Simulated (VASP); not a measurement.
# Ge (Fmmm) in VASP: a series of runs

The runs below take Ge through single point, with PBEsol, LDA.

All numbers are computed with VASP 6.6.1; they aren't measurements. Logs are shortened: lines on timing, memory, paths and dates and some standing lists are left out, and cuts for length are marked.

## Step 1: The cell of the first run

The structure is orthorhombic, space group Fmmm (No. 69). Conventional cell: a = 5.226 Å, b = 5.733 Å, c = 10.163 Å, α = 90.00°, β = 90.00°, γ = 90.00°. Within 3.4 Å of Ge (site symmetry m2m) lie 8 Ge at 2.60 to 3.15 Å. Ge (site symmetry mm2) has 8 Ge at 2.69 to 3.15 Å within 3.5 Å.

## Step 2: Single point, PBEsol (19.03 Å³/atom)

File INCAR:

```
SYSTEM = Ge
  ALGO = Normal
  EDIFF = 1E-6
  ENCUT = 520
  GGA = PS
  ISIF = 2
  ISMEAR = -1
  LASPH = .TRUE.
  LCHARG = .FALSE.
  LREAL = .FALSE.
  LWAVE = .FALSE.
  NBANDS = 36
  NELM = 60
  PREC = Accurate
  SIGMA = 0.05
```

File KPOINTS:

```
k-points
0
G
  7 7 7
  0 0 0
```

File POSCAR:

```
Ge
1.0
    0.0000000000      2.8663720339      5.0813306433
    2.6128421258      0.0000000000      5.0813306433
    2.6128421258      2.8663720339      0.0000000000
Ge
4
Direct
    0.7264900000      0.2735100000      0.7264900000
    0.2735100000      0.7264900000      0.2735100000
    0.2181330000      0.2181330000      0.7818670000
    0.7818670000      0.7818670000      0.2181330000
```

Potentials or basis: VASP PAW PBE potentials, release 64 (Ge_d).

Started as:

```bash
$ cat potpaw_PBE.64/Ge_d/POTCAR > POTCAR
$ mpirun -np 1 vasp_std > vasp.out
```

OUTCAR:

```text
SYSTEM = Ge
   EDIFF = 1E-6
   ENCUT = 520
   GGA = PS
   ISIF = 2
   ISMEAR = -1
   LASPH = .TRUE.
   LREAL = .FALSE.
   NELM = 60
   PREC = Accurate

 ion  position               nearest neighbor table
   1  0.726  0.274  0.726-   2 2.60   2 2.63   2 2.63   3 2.72   4 2.72
   2  0.274  0.726  0.274-   1 2.60   1 2.63   1 2.63   3 2.72   4 2.72
   3  0.218  0.218  0.782-   4 2.69   4 2.69   1 2.72   2 2.72
   4  0.782  0.782  0.218-   3 2.69   3 2.69   1 2.72   2 2.72

  LATTYP: Found a face centered orthorhombic cell.
 ALAT       =     5.2256842516
 B/A-ratio  =     1.0970322338
 C/A-ratio  =     1.9447522654

  Lattice vectors:

 A1 = (   0.0000000000,   2.8663720339,   5.0813306433)
 A2 = (   2.6128421258,   0.0000000000,   5.0813306433)
 A3 = (   2.6128421258,   2.8663720339,   0.0000000000)

Analysis of symmetry for initial positions (statically):
=====================================================================
 Subroutine PRICEL returns:
 Original cell was already a primitive cell.

 Routine SETGRP: Setting up the symmetry group for a
 face centered orthorhombic supercell.

 Subroutine GETGRP returns: Found  8 space group operations
 (whereof  8 operations were pure point group operations)
 out of a pool of  8 trial point group operations.

The static configuration has the point symmetry D_2h.

Analysis of symmetry for dynamics (positions and initial velocities):
=====================================================================
 Subroutine PRICEL returns:
 Original cell was already a primitive cell.

 Routine SETGRP: Setting up the symmetry group for a
 face centered orthorhombic supercell.

 Subroutine GETGRP returns: Found  8 space group operations
 (whereof  8 operations were pure point group operations)
 out of a pool of  8 trial point group operations.

The dynamic configuration has the point symmetry D_2h.

 Subroutine INISYM returns: Found  8 space group operations
 (whereof  8 operations are pure point group operations),
 and found     1 'primitive' translations

----------------------------------------------------------------------------------------

                                     Primitive cell

  volume of cell :      76.1120

  direct lattice vectors                    reciprocal lattice vectors
     0.000000000  2.866372034  5.081330643    -0.191362500  0.174436533  0.098399422
     2.612842126  0.000000000  5.081330643     0.191362500 -0.174436533  0.098399422
     2.612842126  2.866372034  0.000000000     0.191362500  0.174436533 -0.098399422

  length of vectors
     5.834038888  5.713743526  3.878534854     0.277002088  0.277002088  0.277002088

  position of ions in fractional coordinates (direct lattice)
     0.726490000  0.273510000  0.726490000
     0.273510000  0.726490000  0.273510000
     0.218133000  0.218133000  0.781867000
     0.781867000  0.781867000  0.218133000

  ion indices of the primitive-cell ions
   primitive index   ion index
                 1           1
                 2           2
                 3           3
                 4           4

----------------------------------------------------------------------------------------

 KPOINTS: k-points

Automatic generation of k-mesh.
 Grid dimensions read from file:
 generate k-points for:    7    7    7

 Generating k-lattice:

  Cartesian coordinates                     Fractional coordinates (reciprocal lattice)
    -0.027337500  0.024919505  0.014057060     0.142857143  0.000000000  0.000000000
     0.027337500 -0.024919505  0.014057060    -0.000000000  0.142857143 -0.000000000
     0.027337500  0.024919505 -0.014057060     0.000000000  0.000000000  0.142857143

  Length of vectors
     0.039571727  0.039571727  0.039571727

  Shift w.r.t. Gamma in fractional coordinates (k-lattice)
     0.000000000  0.000000000  0.000000000

 Subroutine IBZKPT returns following result:
 ===========================================

 Found     64 irreducible k-points:

 Following reciprocal coordinates:
            Coordinates               Weight
  0.000000  0.000000  0.000000      1.000000
  0.142857 -0.000000 -0.000000      8.000000
  0.285714 -0.000000 -0.000000      8.000000
  0.428571  0.000000  0.000000      8.000000
  0.142857  0.142857  0.000000      2.000000
  0.285714  0.142857 -0.000000      8.000000
[... 16 lines left out ...]
  0.000000  0.142857  0.142857      2.000000
  0.285714  0.142857  0.142857      4.000000
 [... further k-points ...]
   k-points           NKPTS =     64   k-points in BZ     NKDIM =     64   number of bands    NBANDS=     36
   number of dos      NEDOS =    301   number of ions     NIONS =      4
   total plane-waves  NPLWV =  60480
   dimension x,y,z NGX =    48 NGY =   42 NGZ =   30
   dimension x,y,z NGXF=    96 NGYF=   84 NGZF=   60
   ions per type =               4
   NGX,Y,Z   is equivalent  to a cutoff of  13.68, 12.22, 12.86 a.u.
   NGXF,Y,Z  is equivalent  to a cutoff of  27.36, 24.44, 25.72 a.u.
 SYSTEM =  Ge
   PREC   = accura    normal or accurate (medium, high low for compatibility)
   ISTART =      0    job   : 0-new  1-cont  2-samecut
   ICHARG =      2    charge: 1-file 2-atom 10-const
   ISPIN  =      1    spin polarized calculation?
   LNONCOLLINEAR =      F non collinear calculations
   LSORBIT =      F    spin-orbit coupling
   LASPH  =      T    aspherical Exc in radial PAW
   ENCUT  =  520.0 eV  38.22 Ry    6.18 a.u.  10.85 10.62  7.21*2*pi/ulx,y,z
   NELM   =     60;   NELMIN=  2; NELMDL= -5     # of ELM steps
   EDIFF  = 0.1E-05   stopping-criterion for ELM
   LREAL  =      F    real-space projection
   EDIFFG = 0.1E-04   stopping-criterion for IOM
   NSW    =      0    number of steps for IOM
   IBRION =     -1    ionic relax: 0-MD 1-quasi-New 2-CG
   NFREE  =      0    steps in history (QN), initial steepest desc. (CG)
   ISIF   =      2    stress and relaxation
   ISYM   =      2    0-nonsym 1-usesym 2-fastsym
   POTIM  = 0.5000    time-step for ionic-motion
   TEBEG  =    0.0;   TEEND  =   0.0 temperature during run
   PSTRESS=    0.0 pullay stress
   NELECT =      56.0000    total number of electrons
   NUPDOWN=      -1.0000    fix difference up-down
   EMIN   =  10.00;   EMAX   =-10.00  energy-range for DOS
   EFERMI =   0.00;   METHOD = LEGACY
   ISMEAR =    -1;   SIGMA  =   0.05  broadening in eV -4-tet -1-fermi 0-gaus
   EFERMI_NEDOS =   21; number of points for ismear=-14 and -15
   IALGO  =     38    algorithm
   IMIX   =      4    mixing-type and parameters
     AMIX     =   0.40;   BMIX     =  1.00
     AMIX_MAG =   1.60;   BMIX_MAG =  1.00
  volume/ion in A,a.u.               =      19.03       128.41
  Fermi-wavevector in a.u.,A,eV,Ry     =   1.477927  2.792878 29.718791  2.184270
  Thomas-Fermi vector in A             =   2.592271
   LORBIT       =      0    0 simple, 1 ext, 2 COOP (PROOUT), +10 PAW based schemes
   GGA     = PS    functional components
   LHFCALC =     F    Hartree Fock is set to
   AEXX    =    0.0000 exact exchange contribution
   IVDW    =     0    specifies the selected vdW correction
   LEPSILON=     F    determine dielectric tensor
   LRPA    =     F    only Hartree local field effects (RPA)
 non-spin polarized calculation
  energy-cutoff  :      520.00
  volume of cell :       76.11
 maximum number of plane-waves:      2063
 NGX is ok and might be reduce to    48
   NGX = 21   NGY = 21   NGZ = 15

 number of electron      56.0000008 magnetization

 Free energy of the ion-electron system (eV)
  ---------------------------------------------------
  ext. energy  EPLUGINS =         0.00000000
  ---------------------------------------------------
  free energy    TOTEN  =       -19.05305889 eV

  energy without entropy =      -19.04071512  energy(sigma->0) =      -19.04688701

 E-fermi :   6.3541     XC(G=0): -11.3306

 val. band max:        6.3479259695   @ k =  -0.2857   0.1429   0.0000
 cond. band min:       6.3880114372   @ k =   0.4286  -0.2857   0.2857
 fundamental gap:      0.0400854677
 Fermi energy:         6.3540555915

 k-point     1 :       0.0000    0.0000    0.0000
  band No.  band energies     occupation
      1     -18.3124      2.00000
      2     -18.2601      2.00000
      3     -18.2233      2.00000
      4     -18.2140      2.00000
      5     -18.2107      2.00000
      6     -18.2044      2.00000
[... 28 lines left out ...]
     35      13.7032      0.00000
     36      13.9021      0.00000

 k-point     2 :       0.1429   -0.0000   -0.0000
  band No.  band energies     occupation
      1     -18.2996      2.00000
      2     -18.2537      2.00000
      3     -18.2239      2.00000
      4     -18.2112      2.00000
      5     -18.2049      2.00000
      6     -18.2037      2.00000
[... 28 lines left out ...]
     35      13.1435      0.00000
     36      13.6446      0.00000

 k-point     3 :       0.2857   -0.0000   -0.0000
  band No.  band energies     occupation
      1     -18.2644      2.00000
      2     -18.2356      2.00000
      3     -18.2277      2.00000
      4     -18.2140      2.00000
      5     -18.1966      2.00000
      6     -18.1895      2.00000
[... 28 lines left out ...]
     35      13.1567      0.00000
     36      13.3547      0.00000
[... 742 lines left out ...]
 k-point    23 :       0.0000    0.1429    0.1429
  band No.  band energies     occupation
      1     -18.2799      2.00000
      2     -18.2496      2.00000
      3     -18.2297      2.00000
      4     -18.2085      2.00000
      5     -18.2042      2.00000
      6     -18.2036      2.00000
[... 28 lines left out ...]
     35      12.5409      0.00000
     36      13.8080      0.00000

 k-point    24 :       0.2857    0.1429    0.1429
  band No.  band energies     occupation
      1     -18.2999      2.00000
      2     -18.2435      2.00000
      3     -18.2250      2.00000
      4     -18.2149      2.00000
      5     -18.2046      2.00000
      6     -18.1978      2.00000
[... 28 lines left out ...]
     35      13.0517      0.00000
     36      13.8352      0.00000

 [... further k-points ...]

------------------------ aborting loop because EDIFF is reached ----------------------------------------

  FORCE on cell =-STRESS in cart. coord.  units (eV):
  Direction    XX          YY          ZZ          XY          YZ          ZX
  --------------------------------------------------------------------------------------
  -------------------------------------------------------------------------------------
  Total       -1.3484159     -0.8699013     -1.1533559      0.0000000      0.0000000      0.0000000
  in kB      -28.3845020    -18.3116462    -24.2784374      0.0000000      0.0000000      0.0000000
  external PRESSURE =     -23.6581952 kB  Pullay stress =       0.0000000 kB

 VOLUME and BASIS-vectors are now :
 -----------------------------------------------------------------------------
  energy-cutoff  :      520.00
  volume of cell :       76.11
      direct lattice vectors                 reciprocal lattice vectors
     0.000000000  2.866372034  5.081330643    -0.191362500  0.174436533  0.098399422
     2.612842126  0.000000000  5.081330643     0.191362500 -0.174436533  0.098399422
     2.612842126  2.866372034  0.000000000     0.191362500  0.174436533 -0.098399422

 POSITION                                       TOTAL-FORCE (eV/Angst)
 -----------------------------------------------------------------------------------
      2.61284      4.16478      5.08133         0.000000     -0.036728      0.000000
      2.61284      1.56796      5.08133         0.000000      0.036728      0.000000
      2.61284      2.86637      2.21681         0.000000      0.000000      0.057540
      2.61284      2.86637      7.94585         0.000000      0.000000     -0.057540
 -----------------------------------------------------------------------------------
    total drift:                                0.000000      0.000000      0.000000

  FREE ENERGIE OF THE ION-ELECTRON SYSTEM (eV)
  ---------------------------------------------------
  free  energy   TOTEN  =       -19.0530588876 eV

  energy  without entropy=      -19.0407151232  energy(sigma->0) =      -19.04688701
```

It took 2.4 min on 1 thread of Intel Xeon Platinum 8375C at 2.90GHz (Ice Lake), shared host; peak memory 0.3 GiB.

What came out:

```
Free energy            : -19.0531 eV
Pressure               : -2.4 GPa
Largest force          : 0.058 eV/Å
Band gap on the k mesh : zero (bands 28 and 29 overlap by 2.74 eV)
```

Forces on the atoms (eV/Å):
```
Ge   0.000 -0.037  0.000
Ge   0.000  0.037  0.000
Ge   0.000  0.000  0.058
Ge   0.000  0.000 -0.058
```

Stress tensor (GPa, compression positive):
```
-2.84  0.00  0.00
 0.00 -1.83  0.00
 0.00  0.00 -2.43
```

Caveat: the PAW data sets were made with another functional, which shifts forces and pressure a little.

## Step 3: Single point, PBEsol (20.19 Å³/atom)

This run uses another cell than the first one, of 20.19 Å³/atom.

File INCAR:

```
  PREC = Accurate
  ENCUT = 520
  EDIFF = 1E-7
  ISMEAR = -1
  SIGMA = 0.05
  LREAL = False
  LASPH = True
  NELM = 100
  ALGO = Normal
  ISIF = 2
  LWAVE = False
  LCHARG = False
  GGA = PS
  NBANDS = 36
```

File KPOINTS:

```
Automatic mesh
0
Gamma
  7 7 7
```

File POSCAR:

```
Ge
1.0
    0.0000000000      2.9237146180      5.1829841015
    2.6651127723      0.0000000000      5.1829841015
    2.6651127723      2.9237146180      0.0000000000
Ge
4
Direct
    0.7264900000      0.2735100000      0.7264900000
    0.2735100000      0.7264900000      0.2735100000
    0.2181330000      0.2181330000      0.7818670000
    0.7818670000      0.7818670000      0.2181330000
```

Potentials or basis: VASP PAW PBE potentials, release 64 (Ge_d).

Started as:

```bash
$ cat potpaw_PBE.64/Ge_d/POTCAR > POTCAR
$ mpirun -np 1 vasp_std > vasp.out
```

Wall time 3.1 min (1 thread of Intel Xeon Platinum 8375C at 2.90GHz (Ice Lake), shared host); peak memory 0.31 GiB.

The run converged. Its results:

* Free energy: -18.9374 eV
* Pressure: -5.6 GPa
* Largest force: 0.047 eV/Å
* Band gap on the k mesh: zero (bands 28 and 29 overlap by 2.65 eV)

Forces in eV/Å, atoms in the order of the input:
```
Ge   0.000 -0.047  0.000
Ge   0.000  0.047  0.000
Ge   0.000  0.000  0.015
Ge   0.000  0.000 -0.015
```

Stress tensor (GPa, compression positive):
```
-6.26  0.00  0.00
 0.00 -5.23  0.00
 0.00  0.00 -5.39
```

Levels at points of the mesh, in eV from the Fermi level:
| k point | band 25 | band 26 | band 27 | band 28 | band 29 | band 30 | band 31 | band 32 |
| --- | --- | --- | --- | --- | --- | --- | --- | --- |
| (0.00, 0.00, 0.00) | -2.90 | -2.17 | -1.83 | -1.67 | -1.45 | 3.02 | 3.79 | 3.97 |

Caveat: the cell stands under tension; the PAW data sets were made with another functional, which shifts forces and pressure a little.

## Step 4: Single point, LDA

This run uses another cell than the first one, of 18.25 Å³/atom.

File INCAR:

```
SYSTEM = Ge
PREC = Accurate
ENCUT = 520
EDIFF = 1E-6
ISMEAR = -1
SIGMA = 0.05
LREAL = .False.
LASPH = .True.
NELM = 80
ALGO = Normal
ISIF = 2
LWAVE = .False.
LCHARG = .False.
GGA = CA
NBANDS = 36
```

File KPOINTS:

```
Automatic mesh
0
Gamma
  7 7 7
  0 0 0
```

File POSCAR:

```
Ge
1.0
    0.0000000000      2.8268308174      5.0112343708
    2.5767983202      0.0000000000      5.0112343708
    2.5767983202      2.8268308174      0.0000000000
Ge
4
Direct
    0.7264900000      0.2735100000      0.7264900000
    0.2735100000      0.7264900000      0.2735100000
    0.2181330000      0.2181330000      0.7818670000
    0.7818670000      0.7818670000      0.2181330000
```

Potentials or basis: VASP PAW LDA potentials, release 64 (Ge_d).

Started as:

```bash
$ cat potpaw_LDA.64/Ge_d/POTCAR > POTCAR
$ mpirun -np 1 vasp_std > vasp.out
```

Run time: 4.8 min. Hardware: 1 thread of Intel Xeon 8259CL, shared host; peak memory 0.26 GiB.

The run converged. Its results:

```yaml
Free_energy: -20.0469 eV
Pressure: -1.0 GPa
Largest_force: 0.064 eV/Å
Band_gap_on_the_k_mesh: zero (bands 28 and 29 overlap by 2.81 eV)
```

Forces on the atoms (eV/Å):
```
Ge   0.000 -0.027  0.000
Ge   0.000  0.027  0.000
Ge   0.000  0.000  0.064
Ge   0.000  0.000 -0.064
```

Stress tensor (GPa, compression positive):
```
-1.44  0.00  0.00
 0.00 -0.34  0.00
 0.00  0.00 -1.11
```

Levels at points of the mesh, in eV from the Fermi level:
```csv
k point,band 25,band 26,band 27,band 28,band 29,band 30,band 31,band 32
"(0.00, 0.00, 0.00)",-2.78,-2.46,-2.08,-1.94,-1.68,2.93,3.72,4.27
```

## Step 5: Single point, LDA

This run uses another cell than the first one, of 18.64 Å³/atom.

File INCAR:

```
PREC = Accurate
ENCUT = 520
EDIFF = 1E-7
ISMEAR = -1
SIGMA = 0.05
LREAL = F
LASPH = T
NELM = 100
ALGO = Normal
ISIF = 2
LWAVE = F
LCHARG = F
GGA = CA
NBANDS = 36
```

File KPOINTS:

```
Automatic mesh
0
Gamma
  7 7 7
```

File POSCAR:

```
Ge
1.0
    0.0000000000      2.8467387326      5.0465259165
    2.5949453852      0.0000000000      5.0465259165
    2.5949453852      2.8467387326      0.0000000000
Ge
4
Direct
    0.7264900000      0.2735100000      0.7264900000
    0.2735100000      0.7264900000      0.2735100000
    0.2181330000      0.2181330000      0.7818670000
    0.7818670000      0.7818670000      0.2181330000
```

Started as:

```bash
$ cat potpaw_LDA.64/Ge_d/POTCAR > POTCAR
$ mpirun -np 1 vasp_std > vasp.out
```

It took 6 min on 1 thread of Intel Xeon 8259CL, shared host; peak memory 0.26 GiB.

The run converged. Its results:

```
Free energy            : -20.0308 eV
Pressure               : -2.5 GPa
Largest force          : 0.047 eV/Å
Band gap on the k mesh : zero (bands 28 and 29 overlap by 2.78 eV)
```

Forces in eV/Å, atoms in the order of the input:
```
Ge   0.000 -0.032  0.000
Ge   0.000  0.032  0.000
Ge   0.000  0.000  0.047
Ge   0.000  0.000 -0.047
```

Stress tensor (GPa, compression positive):
```
-3.00  0.00  0.00
 0.00 -1.92  0.00
 0.00  0.00 -2.50
```

Levels at points of the mesh, in eV from the Fermi level:
| k point | band 26 | band 27 | band 28 | band 29 | band 30 | band 31 |
| --- | --- | --- | --- | --- | --- | --- |
| (0.00, 0.00, 0.00) | -2.40 | -2.03 | -1.88 | -1.63 | 2.97 | 3.76 |

## Step 6: Summary

```tsv
level	potentials or basis	cell	gap on the mesh (eV)	pressure (GPa)	largest force (eV/Å)
PBEsol	VASP PAW PBE potentials, release 64 (Ge_d)	a = 5.834, b = 5.714, c = 3.879 Å, angles 72.1, 68.7, 39.2°, 4 atoms	none	-2.4	0.06
PBEsol	VASP PAW PBE potentials, release 64 (Ge_d)	a = 5.951, b = 5.828, c = 3.956 Å, angles 72.1, 68.7, 39.2°, 4 atoms	none	-5.6	0.05
LDA	VASP PAW LDA potentials, release 64 (Ge_d)	a = 5.754, b = 5.635, c = 3.825 Å, angles 72.1, 68.7, 39.2°, 4 atoms	none	-1.0	0.06
LDA	VASP PAW LDA potentials, release 64 (Ge_d)	a = 5.794, b = 5.675, c = 3.852 Å, angles 72.1, 68.7, 39.2°, 4 atoms	none	-2.5	0.05
```

Alike in all rows: task single point; no spin polarisation; k mesh 7 × 7 × 7; cutoff (eV) 520; smearing fermi-dirac 0.05 eV.

Caveats: the PAW data sets were made with another functional, which shifts forces and pressure a little (at least some runs); the cell stands under tension (at least some runs).

Total energies depend on the potentials used, so only differences within one code and one set of settings carry meaning.

The gap in the log of VASP goes by the Fermi energy; the results here count the filled bands.